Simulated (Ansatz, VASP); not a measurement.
Ca2Ge3N: VASP beside Ansatz

```
Ca Ge N
1.0
     4.17841    0.00000    0.00000
     0.00000    4.17841    0.00000
     0.00000    0.00000   10.22317
Ca Ge N
2 3 1
Cartesian
  0.0000 0.0000 8.3884
  0.0000 0.0000 1.8347
  0.0000 0.0000 5.1116
  0.0000 2.0892 3.9259
  2.0892 0.0000 6.2973
  2.0892 2.0892 5.1116
```

Alike in both runs: functional PBE; k mesh 4 × 4 × 2; occupations gaussian, width 0.1 eV; no spin polarisation.

Ansatz relaxed the structure, and its values are those at the end. VASP's run is a single point on that final structure, the one shown.

```csv
,VASP,Ansatz
version,VASP 6.6.1,Ansatz 0.2.0
potentials or method,"VASP PAW PBE potentials, release 64 (Ca_sv, Ge_d, N), cutoff 520 eV","scalar-relativistic, plane waves, PAW"
valence electrons in the cell,67,67
```

```csv
,VASP,Ansatz,Ansatz less VASP
gap on the k mesh at the Fermi level (eV),none,none,-
pressure (GPa),0.1,0.1,-0.01
rms of the force components (eV/Å),0.009,0.008,-0.0004
```

A gap of «none» marks a metal or a gap that the smearing closes. With one functional, cell and mesh, what is left measures potentials, basis and numerics.

The k mesh is coarse, so the values compare programs but aren't converged.
